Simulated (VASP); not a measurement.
# ZrFe5Co14 in VASP: a series of runs, part 2 of 2

VASP 6.6.1. The steps go on from the part before.

## Step 4: Single point, PBE

INCAR

```
SYSTEM = ZrFe5Co14
ALGO = Normal ; EDIFF = 1E-6
ENCUT = 400 ; GGA = PE
GGA_COMPAT = .False. ; ISIF = 2
ISMEAR = -1 ; ISYM = -1
LASPH = .True. ; LCHARG = .False.
LREAL = Auto ; LWAVE = .False.
NBANDS = 105 ; NELM = 120
PREC = Accurate ; SIGMA = 0.2249
```

KPOINTS

```
explicit points
1
Reciprocal
  0.25000000   0.25000000   0.25000000 1
```

POSCAR

```
ZrFe5Co14
1.0
    6.0449880000     -0.0587590000     -0.2216450000
   -0.0587590000      6.4854100000     -0.0245630000
   -0.2216450000     -0.0245630000      6.0708720000
Co Fe Zr
14 5 1
Direct
    0.7560990708      0.1026112925      0.1528997844
    0.8944830407      0.5745687257      0.7451382314
    0.8542808601      0.8964639682      0.4912956369
    0.4191314515      0.3150390923      0.2799305760
    0.7741791402      0.4426475994      0.4005282418
    0.6055543097      0.4787343930      0.9863230913
    0.2242275016      0.8829760837      0.6174953855
    0.5613222597      0.8286536977      0.1977056168
    0.6088075973      0.8353357288      0.8291643295
    0.8584327915      0.6844817942      0.1118927005
    0.6873720918      0.2362087180      0.7091595049
   -0.0259835140      1.0146960399      0.8442213677
    0.5163171617      0.0346679733      0.4919081916
    0.4490923272      0.5285103045      0.6121319750
    0.1622817253      0.9593646086      0.1936780756
    0.3096239537      0.1542534309      0.8968183695
    0.2406764349      0.6443880661      0.8848634648
    0.9771161504      0.3120046265      0.0472481842
    0.1932725833      0.5802013831      0.3084048533
    0.0915543714      0.2352188204      0.4917496611
```

The run is started by

```console
cat potpaw_PBE.64/Co/POTCAR potpaw_PBE.64/Fe/POTCAR potpaw_PBE.64/Zr_sv/POTCAR > POTCAR
mpirun -np 1 vasp_std > vasp.out
```

Run time: 87 s. Hardware: 1 thread of Intel Xeon 6975P-C (Granite Rapids), shared host; peak memory 0.25 GiB.

Results (log left out):

* Free energy: -141.6379 eV
* Pressure: -0.9 GPa
* Largest force: 3.951 eV/Å

Forces on the atoms (eV/Å):
```
Co  -1.345 -0.014  0.441
Co  -0.215  0.377 -0.480
Co   0.056 -1.701 -0.941
Co   0.457 -0.383 -1.688
Co  -0.751  1.123 -1.535
Co  -1.898 -1.106 -0.297
Co   0.695 -1.734 -0.376
Co  -3.390 -1.750  0.838
Co  -0.469  0.175 -0.686
Co   3.600  1.014  0.479
Co   0.622  0.638  1.597
Co  -0.964 -1.626  0.400
Co  -1.322 -0.140 -0.976
Co   0.408  0.362 -0.397
Fe   0.466 -0.648  0.058
Fe   2.012  0.525  0.692
Fe  -0.067 -0.276  2.282
Fe   2.488  2.993 -0.680
Fe  -0.388  1.706 -0.401
Zr   0.003  0.464  1.671
```

Stress tensor (GPa, compression positive):
```
 2.61  2.72  0.17
 2.72 -3.20  0.25
 0.17  0.25 -2.11
```

Levels at points of the mesh, in eV from the Fermi level:
```
           k point  band 86  band 87  band 88  band 89  band 90  band 91
(0.25, 0.25, 0.25)    -0.14    -0.11    -0.06     0.01     0.04     0.06
```

Caveat: the atoms stand as in a frame of molecular dynamics; the run has no spin polarisation, though such a crystal can be magnetic. Spin polarisation is off, so any magnetic state and its effect on volume and gap are missing.

## Step 5: Single point, PBE

INCAR

```
ALGO     = Normal         # electronic algorithm
EDIFF    = 1E-6           # SCF threshold, eV
ENCUT    = 400            # plane-wave cutoff, eV
GGA      = PE             # functional
GGA_COMPAT= F            
ISIF     = 2              # what is computed and relaxed
ISMEAR   = -1             # smearing method
ISYM     = -1           
LASPH    = T              # aspherical terms in the spheres
LCHARG   = F              # write CHGCAR
LREAL    = Auto         
LWAVE    = F              # write WAVECAR
NBANDS   = 105            # bands
NELM     = 120            # most SCF steps
PREC     = Accurate       # precision mode
SIGMA    = 0.162          # smearing width, eV
```

KPOINTS is that of step 4.

POSCAR

```
ZrFe5Co14
1.0
    6.0449880000     -0.0587590000     -0.2216450000
   -0.0587590000      6.4854100000     -0.0245630000
   -0.2216450000     -0.0245630000      6.0708720000
Co Fe Zr
14 5 1
Direct
    0.7759243708      0.0458004471      0.2077570987
    0.8980066605      0.5364403322      0.7371868934
    0.8108802287      0.8300786060      0.5094076714
    0.3983085765      0.3077521627      0.2347734264
    0.7291773125      0.5053178608      0.3254805287
    0.5976788637      0.4334778673      0.9510109995
    0.2573673965      0.8752345143      0.6068078164
    0.5316412858      0.7768268479      0.2154825255
    0.5909974489      0.8123595004      0.8183042924
    0.9154485735      0.6960257094      0.0961712055
    0.6961572404      0.2242110193      0.7435933531
    0.9632053223     -0.0410325947      0.8568911945
    0.5098077406      0.1024486491      0.4906444713
    0.4409251906      0.5096377019      0.5943950218
    0.1578446037      0.9172737811      0.2176347093
    0.3601853505      0.1874544647      0.8877551241
    0.2559261544      0.6537885537      0.9287895974
    1.0322924824      0.3118307803      0.0777179896
    0.1961940552      0.5834853380      0.3466791232
    0.0668854952      0.2464281927      0.5250474481
```

The run is started by

```console
cat potpaw_PBE.64/Co/POTCAR potpaw_PBE.64/Fe/POTCAR potpaw_PBE.64/Zr_sv/POTCAR > POTCAR
mpirun -np 1 vasp_std > vasp.out
```

Wall time 89 s (1 thread of Intel Xeon 6975P-C (Granite Rapids), shared host); peak memory 0.25 GiB.

The run converged. Its results:

```yaml
Free_energy: -140.2616 eV
Pressure: -2.7 GPa
Largest_force: 5.358 eV/Å
```

Forces on the atoms (eV/Å):
```
Co   0.014  1.371 -1.292
Co   0.051  1.240 -0.039
Co   0.765  0.099 -0.137
Co  -0.264  0.426 -0.315
Co   0.723 -2.182  1.356
Co   0.096  4.268  3.238
Co  -0.840 -0.776  0.148
Co  -1.500  0.256 -0.140
Co   0.041  0.333  0.429
Co  -1.410 -0.898 -0.459
Co   3.019 -2.253 -0.325
Co   0.803  0.975 -0.092
Co  -0.135 -1.787 -1.449
Co   1.108  0.098  0.829
Fe   1.576  1.996 -0.220
Fe  -1.767 -2.489 -0.229
Fe  -0.186 -0.696  0.512
Fe  -0.563  0.462 -0.806
Fe  -1.396  0.927 -1.374
Zr  -0.135 -1.370  0.363
```

Stress tensor (GPa, compression positive):
```
-2.51  2.84  3.44
 2.84 -5.59  0.08
 3.44  0.08  0.04
```

Levels at points of the mesh, in eV from the Fermi level:
| k point | band 86 | band 87 | band 88 | band 89 | band 90 | band 91 | band 92 | band 93 |
| --- | --- | --- | --- | --- | --- | --- | --- | --- |
| (0.25, 0.25, 0.25) | -0.14 | -0.08 | -0.05 | -0.02 | 0.01 | 0.05 | 0.10 | 0.13 |

Caveat: the atoms stand as in a frame of molecular dynamics; the run has no spin polarisation, though such a crystal can be magnetic.

## Step 6: Overview

| cell | smearing | pressure (GPa) | largest force (eV/Å) |
| --- | --- | --- | --- |
| as given, atomic positions A | fermi-dirac 0.2249 eV | 3.8 | 5.74 |
| as given, atomic positions B | fermi-dirac 0.2249 eV | 4.4 | 5.82 |
| as given, atomic positions C | fermi-dirac 0.2249 eV | -0.9 | 3.95 |
| as given, atomic positions D | fermi-dirac 0.162 eV | -2.7 | 5.36 |

Alike in all rows: task single point; level PBE; potentials or basis VASP PAW PBE potentials, release 64 (Co, Fe, Zr_sv); no spin polarisation; k mesh 1 × 1 × 1, shifted; cutoff (eV) 400.

Caveats: the atoms stand as in a frame of molecular dynamics; the run has no spin polarisation, though such a crystal can be magnetic.

Absolute energies hang on the potentials; compare differences alone.
